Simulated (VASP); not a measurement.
# Zr (P6_3/mmc) in VASP: notebook, part 2 of 2

VASP 6.6.1.

### 3 Single point, PBEsol-based screened hybrid with 25 % exact exchange

This run uses another cell than the first one, of 22.80 Å³/atom.

POSCAR reads:

```
Zr
1.0
    3.2440537330      0.0000000000      0.0000000000
   -1.6220268665      2.8094329440      0.0000000000
    0.0000000000      0.0000000000      5.0042120009
Zr
2
Direct
    0.6666666667      0.3333333333      0.7500000000
    0.3333333333      0.6666666667      0.2500000000
```

INCAR.step1 reads:

```
SYSTEM = Zr
ALGO     = Normal         ! electronic algorithm
EDIFF    = 1E-5           ! SCF threshold, eV
ENCUT    = 520            ! plane-wave cutoff, eV
GGA      = PE             ! functional
ISIF     = 2              ! what is computed and relaxed
ISMEAR   = -1             ! smearing method
LASPH    = .True.         ! aspherical terms in the spheres
LREAL    = .False.        ! projectors in reciprocal space
LWAVE    = .True.         ! write WAVECAR
NBANDS   = 19             ! bands
NELM     = 60             ! most SCF steps
PREC     = Accurate       ! precision mode
SIGMA    = 0.05           ! smearing width, eV
```

INCAR.step2 reads:

```
SYSTEM = Zr
AEXX     = 0.25           ! exact-exchange fraction
ALGO     = Normal         ! electronic algorithm
EDIFF    = 1E-6           ! SCF threshold, eV
ENCUT    = 520            ! plane-wave cutoff, eV
GGA      = PS             ! functional
HFSCREEN = 0.207          ! screening, 1/A
ISIF     = 2              ! what is computed and relaxed
ISMEAR   = -1             ! smearing method
ISTART   = 1            
LASPH    = .True.         ! aspherical terms in the spheres
LCHARG   = .True.         ! write CHGCAR
LELF     = .True.         ! ELF
LHFCALC  = .True.         ! exact exchange
LREAL    = .False.        ! projectors in reciprocal space
LVHAR    = .True.       
LWAVE    = .False.        ! write WAVECAR
NBANDS   = 19             ! bands
NELM     = 60             ! most SCF steps
PREC     = Accurate       ! precision mode
PRECFOCK = Normal       
SIGMA    = 0.05           ! smearing width, eV
```

KPOINTS reads:

```
k-points
0
Gamma
  5 5 3
  0 0 0
```

Potentials or basis: VASP PAW PBE potentials, release 64 (Zr_sv).

On the command line:

```console
$ cat potpaw_PBE.64/Zr_sv/POTCAR > POTCAR
$ cp INCAR.step1 INCAR
$ mpirun -np 1 vasp_std > vasp.out
$ cp INCAR.step2 INCAR
$ mpirun -np 1 vasp_std > vasp.out
```

OUTCAR:

```text
SYSTEM = Zr
   AEXX = 0.25
   EDIFF = 1E-6
   ENCUT = 520
   GGA = PS
   HFSCREEN = 0.207
   ISIF = 2
   ISMEAR = -1
   ISTART = 1
   LASPH = .True.
   LHFCALC = .True.
   LREAL = .False.
   NELM = 60
   PREC = Accurate
   PRECFOCK = Normal

 ion  position               nearest neighbor table
   1  0.667  0.333  0.750-   2 3.13   2 3.13   2 3.13   2 3.13   2 3.13   2 3.13
   2  0.333  0.667  0.250-   1 3.13   1 3.13   1 3.13   1 3.13   1 3.13   1 3.13

  LATTYP: Found a hexagonal cell.
 ALAT       =     3.2440537330
 C/A-ratio  =     1.5425798747

  Lattice vectors:

 A1 = (   3.2440537330,   0.0000000000,   0.0000000000)
 A2 = (  -1.6220268665,   2.8094329440,   0.0000000000)
 A3 = (   0.0000000000,   0.0000000000,   5.0042120009)

Analysis of symmetry for initial positions (statically):
=====================================================================
 Subroutine PRICEL returns:
 Original cell was already a primitive cell.

 Routine SETGRP: Setting up the symmetry group for a
 hexagonal supercell.

 Subroutine GETGRP returns: Found 24 space group operations
 (whereof 12 operations were pure point group operations)
 out of a pool of 24 trial point group operations.

The static configuration has the point symmetry D_3d.
 The point group associated with its full space group is D_6h.

Analysis of symmetry for dynamics (positions and initial velocities):
=====================================================================
 Subroutine PRICEL returns:
 Original cell was already a primitive cell.

 Routine SETGRP: Setting up the symmetry group for a
 hexagonal supercell.

 Subroutine GETGRP returns: Found 24 space group operations
 (whereof 12 operations were pure point group operations)
 out of a pool of 24 trial point group operations.

The dynamic configuration has the point symmetry D_3d.
 The point group associated with its full space group is D_6h.

 Subroutine INISYM returns: Found 24 space group operations
 (whereof 12 operations are pure point group operations),
 and found     1 'primitive' translations

----------------------------------------------------------------------------------------

                                     Primitive cell

  volume of cell :      45.6081

  direct lattice vectors                    reciprocal lattice vectors
     3.244053733  0.000000000  0.000000000     0.308256300  0.177971858  0.000000000
    -1.622026866  2.809432944  0.000000000     0.000000000  0.355943715  0.000000000
     0.000000000  0.000000000  5.004212001     0.000000000  0.000000000  0.199831662

  length of vectors
     3.244053733  3.244053733  5.004212001     0.355943715  0.355943715  0.199831662

  position of ions in fractional coordinates (direct lattice)
     0.666666667  0.333333333  0.750000000
     0.333333333  0.666666667  0.250000000

  ion indices of the primitive-cell ions
   primitive index   ion index
                 1           1
                 2           2

----------------------------------------------------------------------------------------

 KPOINTS: k-points

Automatic generation of k-mesh.
 Grid dimensions read from file:
 generate k-points for:    5    5    3
[... 24 lines left out ...]
  0.200000  0.200000  0.000000      6.000000
  0.400000  0.200000  0.000000      6.000000
  0.000000  0.000000  0.333333      2.000000
  0.200000  0.000000  0.333333     12.000000
  0.400000 -0.000000  0.333333     12.000000
  0.200000  0.200000  0.333333     12.000000
  0.400000  0.200000  0.333333     12.000000
   k-points           NKPTS =     10   k-points in BZ     NKDIM =     75   number of bands    NBANDS=     19
   number of dos      NEDOS =    301   number of ions     NIONS =      2
   total plane-waves  NPLWV =  23040
   dimension x,y,z NGX =    24 NGY =   24 NGZ =   40
   dimension x,y,z NGXF=    48 NGYF=   48 NGZF=   80
   ions per type =               2
   NGX,Y,Z   is equivalent  to a cutoff of  12.30, 12.30, 13.29 a.u.
   NGXF,Y,Z  is equivalent  to a cutoff of  24.60, 24.60, 26.58 a.u.
 SYSTEM =  Zr
   PREC   = accura    normal or accurate (medium, high low for compatibility)
   ISTART =      1    job   : 0-new  1-cont  2-samecut
   ICHARG =      0    charge: 1-file 2-atom 10-const
   ISPIN  =      1    spin polarized calculation?
   LNONCOLLINEAR =      F non collinear calculations
   LSORBIT =      F    spin-orbit coupling
   LASPH  =      T    aspherical Exc in radial PAW
   ENCUT  =  520.0 eV  38.22 Ry    6.18 a.u.   6.03  6.03  9.30*2*pi/ulx,y,z
   NELM   =     60;   NELMIN=  2; NELMDL=  0     # of ELM steps
   EDIFF  = 0.1E-05   stopping-criterion for ELM
   LREAL  =      F    real-space projection
   EDIFFG = 0.1E-04   stopping-criterion for IOM
   NSW    =      0    number of steps for IOM
   IBRION =     -1    ionic relax: 0-MD 1-quasi-New 2-CG
   NFREE  =      0    steps in history (QN), initial steepest desc. (CG)
   ISIF   =      2    stress and relaxation
   ISYM   =      3    0-nonsym 1-usesym 2-fastsym
   POTIM  = 0.5000    time-step for ionic-motion
   TEBEG  =    0.0;   TEEND  =   0.0 temperature during run
   PSTRESS=    0.0 pullay stress
   NELECT =      24.0000    total number of electrons
   NUPDOWN=      -1.0000    fix difference up-down
   EMIN   =  10.00;   EMAX   =-10.00  energy-range for DOS
   EFERMI =   0.00;   METHOD = LEGACY
   ISMEAR =    -1;   SIGMA  =   0.05  broadening in eV -4-tet -1-fermi 0-gaus
   EFERMI_NEDOS =   21; number of points for ismear=-14 and -15
   IALGO  =     38    algorithm
   IMIX   =      1    mixing-type and parameters
     AMIX     =   0.40;   BMIX     =  1.00
     AMIX_MAG =   1.60;   BMIX_MAG =  1.00
  volume/ion in A,a.u.               =      22.80       153.89
  Fermi-wavevector in a.u.,A,eV,Ry     =   1.321695  2.497641 23.767698  1.746877
  Thomas-Fermi vector in A             =   2.451430
   LORBIT       =      0    0 simple, 1 ext, 2 COOP (PROOUT), +10 PAW based schemes
   GGA     = PS    functional components
   LHFCALC =     T    Hartree Fock is set to
   PRECFOCK=normal    Normal, Fast or Accurate (Low or Medium for compatibility)
   ENCUT4O =  -1.0   cutoff for four orbital integrals eV
   NKREDX  =     1    reduce k-point grid by
   NKREDY  =     1    reduce k-point grid by
   NKREDZ  =     1    reduce k-point grid by
   AEXX    =    0.2500 exact exchange contribution
   HFSCREEN=    0.2070 screening length (either q_TF or 0.3 A-1)
   HFSCREENC=   0.2070 screening length for correlation (either q_TF or 0.3 A-1)
   ENCUTFOCK=  -1.0 apply spherical cutoff to Coloumb kernel
   IVDW    =     0    specifies the selected vdW correction
   LEPSILON=     F    determine dielectric tensor
   LRPA    =     F    only Hartree local field effects (RPA)
 non-spin polarized calculation
  energy-cutoff  :      520.00
  volume of cell :       45.61
 maximum number of plane-waves:      1243
  NGX = 20; NGY = 20; NGZ = 30

 number of electron      24.0000000 magnetization

 Free energy of the ion-electron system (eV)
  ---------------------------------------------------
  ext. energy  EPLUGINS =         0.00000000
  ---------------------------------------------------
  free energy    TOTEN  =       -20.39016080 eV

  energy without entropy =      -20.37718103  energy(sigma->0) =      -20.38367092

 E-fermi :   9.1050     XC(G=0):  -9.2871

 val. band max:        9.1003041170   @ k =   0.4000   0.2000   0.3333
 cond. band min:       9.4255148125   @ k =   0.0000   0.0000   0.3333
 fundamental gap:      0.3252106955
 Fermi energy:         9.1050161662

 k-point     1 :       0.0000    0.0000    0.0000
  band No.  band energies     occupation
      1     -43.2935      2.00000
      2     -43.0807      2.00000
      3     -20.5952      2.00000
      4     -19.5267      2.00000
      5     -19.5267      2.00000
      6     -19.3363      2.00000
[... 197 lines left out ...]
      6     -19.7375      2.00000
[... 11 lines left out ...]
     18      14.9193      0.00000
     19      16.5630      0.00000

------------------------ aborting loop because EDIFF is reached ----------------------------------------

  FORCE on cell =-STRESS in cart. coord.  units (eV):
  Direction    XX          YY          ZZ          XY          YZ          ZX
  --------------------------------------------------------------------------------------
  -------------------------------------------------------------------------------------
  Total        0.0126662      0.0126662     -0.0008651      0.0000000      0.0000000      0.0000000
  in kB        0.4449544      0.4449544     -0.0303908      0.0000000      0.0000000      0.0000000
  external PRESSURE =       0.2865060 kB  Pullay stress =       0.0000000 kB

 VOLUME and BASIS-vectors are now :
 -----------------------------------------------------------------------------
  energy-cutoff  :      520.00
  volume of cell :       45.61
      direct lattice vectors                 reciprocal lattice vectors
     3.244053733  0.000000000  0.000000000     0.308256300  0.177971858  0.000000000
    -1.622026866  2.809432944  0.000000000     0.000000000  0.355943715  0.000000000
     0.000000000  0.000000000  5.004212001     0.000000000  0.000000000  0.199831662

 POSITION                                       TOTAL-FORCE (eV/Angst)
 -----------------------------------------------------------------------------------
      1.62203      0.93648      3.75316        -0.000000      0.000000      0.000000
     -0.00000      1.87296      1.25105         0.000000     -0.000000     -0.000000
 -----------------------------------------------------------------------------------
    total drift:                               -0.000000      0.000000     -0.000000

  FREE ENERGIE OF THE ION-ELECTRON SYSTEM (eV)
  ---------------------------------------------------
  free  energy   TOTEN  =       -20.3901608046 eV

  energy  without entropy=      -20.3771810326  energy(sigma->0) =      -20.38367092
```

Run time: 27 min. Hardware: 1 thread of Intel Xeon 8259CL, shared host; peak memory 0.28 GiB.

What came out:

```
Free energy            : -20.3902 eV
Pressure               : 0.0 GPa
Band gap on the k mesh : zero (bands 12 and 13 overlap by 1.18 eV)
```

Levels at points of the mesh, in eV from the Fermi level:
```tsv
k point	band 10	band 11	band 12	band 13	band 14	band 15
(0.00, 0.00, 0.00)	-3.55	1.18	1.18	1.42	1.86	2.17
```

Caveat: the k points lie up to 0.45 Å⁻¹ apart, too coarse for converged energies and pressures of a metal; the PAW data sets were made with another functional, which shifts forces and pressure a little.

### 4 Single point, PBEsol-based global hybrid with 25 % exact exchange

This run uses another cell than the first one, of 22.81 Å³/atom.

POSCAR reads:

```
Zr
1.0
    3.2474123109      0.0000000000      0.0000000000
   -1.6237061555      2.8123415578      0.0000000000
    0.0000000000      0.0000000000      4.9960635139
Zr
2
Direct
    0.6666666667      0.3333333333      0.7500000000
    0.3333333333      0.6666666667      0.2500000000
```

INCAR.step1, as its differences from that of step 3:

```diff
@@ -8,2 +8,3 @@
 LASPH    = .True.         ! aspherical terms in the spheres
+LCHARG   = .False.        ! write CHGCAR
 LREAL    = .False.        ! projectors in reciprocal space
```

INCAR.step2, as its differences from that of step 3:

```diff
@@ -6,3 +6,2 @@
 GGA      = PS             ! functional
-HFSCREEN = 0.207          ! screening, 1/A
 ISIF     = 2              ! what is computed and relaxed
@@ -11,7 +10,5 @@
 LASPH    = .True.         ! aspherical terms in the spheres
-LCHARG   = .True.         ! write CHGCAR
-LELF     = .True.         ! ELF
+LCHARG   = .False.        ! write CHGCAR
 LHFCALC  = .True.         ! exact exchange
 LREAL    = .False.        ! projectors in reciprocal space
-LVHAR    = .True.       
 LWAVE    = .False.        ! write WAVECAR
```

KPOINTS is that of step 3.

On the command line:

```console
$ cat potpaw_PBE.64/Zr_sv/POTCAR > POTCAR
$ cp INCAR.step1 INCAR
$ mpirun -np 1 vasp_std > vasp.out
$ cp INCAR.step2 INCAR
$ mpirun -np 1 vasp_std > vasp.out
```

Wall time 37 min (1 thread of AMD EPYC 7R43 (Zen 3), shared host); peak memory 0.14 GiB.

The run converged. Its results:

| Quantity | Value |
| --- | --- |
| Free energy | -22.4127 eV |
| Pressure | -0.2 GPa |
| Band gap on the k mesh | zero (bands 12 and 13 overlap by 1.49 eV) |

Levels at points of the mesh, in eV from the Fermi level:
| k point | band 10 | band 11 | band 12 | band 13 | band 14 | band 15 |
| --- | --- | --- | --- | --- | --- | --- |
| (0.00, 0.00, 0.00) | -3.97 | 1.49 | 1.49 | 1.70 | 2.25 | 2.55 |

Caveat: the k points lie up to 0.45 Å⁻¹ apart, too coarse for converged energies and pressures of a metal; the PAW data sets were made with another functional, which shifts forces and pressure a little.

### 5 Single point, PBE0

This run uses another cell than the first one, of 23.42 Å³/atom.

POSCAR reads:

```
Zr
1.0
    3.2763397881      0.0000000000      0.0000000000
   -1.6381698941      2.8373934880      0.0000000000
    0.0000000000      0.0000000000      5.0383972401
Zr
2
Direct
    0.6666666667      0.3333333333      0.7500000000
    0.3333333333      0.6666666667      0.2500000000
```

INCAR.step1 reads:

```
ALGO = Normal ; EDIFF = 1E-5
ENCUT = 520 ; GGA = PE
ISIF = 2 ; ISMEAR = -1
LASPH = True ; LCHARG = False
LREAL = False ; LWAVE = True
NBANDS = 19 ; NELM = 100
PREC = Accurate ; SIGMA = 0.05
```

INCAR.step2 reads:

```
AEXX = 0.25 ; ALGO = Normal
EDIFF = 1E-6 ; ENCUT = 520
GGA = PE ; ISIF = 2
ISMEAR = -1 ; ISTART = 1
LASPH = True ; LCHARG = False
LHFCALC = True ; LREAL = False
LWAVE = False ; NBANDS = 19
NELM = 100 ; PREC = Accurate
PRECFOCK = Normal ; SIGMA = 0.05
```

KPOINTS reads:

```
k-points
0
Gamma
  5 5 3
```

On the command line:

```console
$ cat potpaw_PBE.64/Zr_sv/POTCAR > POTCAR
$ cp INCAR.step1 INCAR
$ mpirun -np 1 vasp_std > vasp.out
$ cp INCAR.step2 INCAR
$ mpirun -np 1 vasp_std > vasp.out
```

It took 43 min on 1 thread of AMD EPYC 7R43 (Zen 3), shared host; peak memory 0.13 GiB.

Results (log left out):

| Property | Result |
| --- | --- |
| Free energy | -21.6863 eV |
| Pressure | -0.2 GPa |
| Band gap on the k mesh | zero (bands 12 and 13 overlap by 1.47 eV) |

Levels at points of the mesh, in eV from the Fermi level:
```
           k point  band 10  band 11  band 12  band 13  band 14  band 15
(0.00, 0.00, 0.00)    -3.90     1.47     1.47     1.52     2.22     2.50
```

Caveat: the k points lie up to 0.44 Å⁻¹ apart, too coarse for converged energies and pressures of a metal; the PAW data sets were made with another functional, which shifts forces and pressure a little.

### 6 Single point, PBE

INCAR reads:

```
ALGO = Normal
EDIFF = 1E-7
ENCUT = 520
GGA = PE
ISIF = 2
ISMEAR = 0
LASPH = T
LCHARG = T
LELF = T
LREAL = F
LVHAR = T
LWAVE = F
NBANDS = 19
NELM = 100
PREC = Accurate
SIGMA = 0.011
```

KPOINTS reads:

```
k-points
0
Gamma
  9 9 5
```

POSCAR reads:

```
Zr
1.0
    3.2320000000      0.0000000000      0.0000000000
   -1.6160000000      2.7989941050      0.0000000000
    0.0000000000      0.0000000000      5.1470000000
Zr
2
Direct
    0.6666666667      0.3333333333      0.7500000000
    0.3333333333      0.6666666667      0.2500000000
```

Potentials or basis: VASP PAW PBE potentials, release 64 (Zr_sv).

On the command line:

```console
$ cat potpaw_PBE.64/Zr_sv/POTCAR > POTCAR
$ mpirun -np 1 vasp_std > vasp.out
```

It took 32 s on 1 thread of Intel Xeon 8259CL, shared host; peak memory 0.17 GiB.

The run converged. Its results:

```yaml
Free_energy: -17.0441 eV
Pressure: 0.6 GPa
Band_gap_on_the_k_mesh: zero (bands 12 and 13 overlap by 1.12 eV)
```

Stress tensor (GPa, compression positive):
```
0.21 0.00 0.00
0.00 0.21 0.00
0.00 0.00 1.35
```

Levels at points of the mesh, in eV from the Fermi level:
| k point | band 9 | band 10 | band 11 | band 12 | band 13 | band 14 | band 15 | band 16 |
| --- | --- | --- | --- | --- | --- | --- | --- | --- |
| (0.00, 0.00, 0.00) | -5.70 | -3.07 | 0.82 | 0.82 | 0.97 | 1.13 | 1.51 | 1.51 |

### 7 Summary

| level | cell | k mesh | cutoff (eV) | smearing | grid for exact exchange (PRECFOCK) | share of exact exchange | screening parameter | gap on the mesh (eV) | pressure (GPa) |
| --- | --- | --- | --- | --- | --- | --- | --- | --- | --- |
| b88 exchange, pbe correlation | a = 3.232, b = 3.232, c = 5.147 Å, angles 90.0, 90.0, 120.0°, 2 atoms | 9 × 9 × 5 | 500 | fermi-dirac 0.05 eV | - | - | - | none | 0.2 |
| PBEsol-based screened hybrid with 25 % exact exchange | a = 3.244, b = 3.244, c = 5.004 Å, angles 90.0, 90.0, 120.0°, 2 atoms | 5 × 5 × 3 | 520 | fermi-dirac 0.05 eV | Normal | 0.25 | 0.207 1/Å | none | 0.0 |
| PBEsol-based global hybrid with 25 % exact exchange | a = 3.247, b = 3.247, c = 4.996 Å, angles 90.0, 90.0, 120.0°, 2 atoms | 5 × 5 × 3 | 520 | fermi-dirac 0.05 eV | Normal | 0.25 | - | none | -0.2 |
| PBE0 | a = 3.276, b = 3.276, c = 5.038 Å, angles 90.0, 90.0, 120.0°, 2 atoms | 5 × 5 × 3 | 520 | fermi-dirac 0.05 eV | Normal | 0.25 | - | none | -0.2 |
| PBE | a = 3.232, b = 3.232, c = 5.147 Å, angles 90.0, 90.0, 120.0°, 2 atoms | 9 × 9 × 5 | 520 | gaussian 0.011 eV | - | - | - | none | 0.6 |

Alike in all rows: task single point; potentials or basis VASP PAW PBE potentials, release 64 (Zr_sv); no spin polarisation.

Caveats: some runs use coarse meshes; the PAW data sets were made with another functional, which shifts forces and pressure a little (at least some runs).

Total energies depend on the potentials used, so only differences within one code and one set of settings carry meaning.
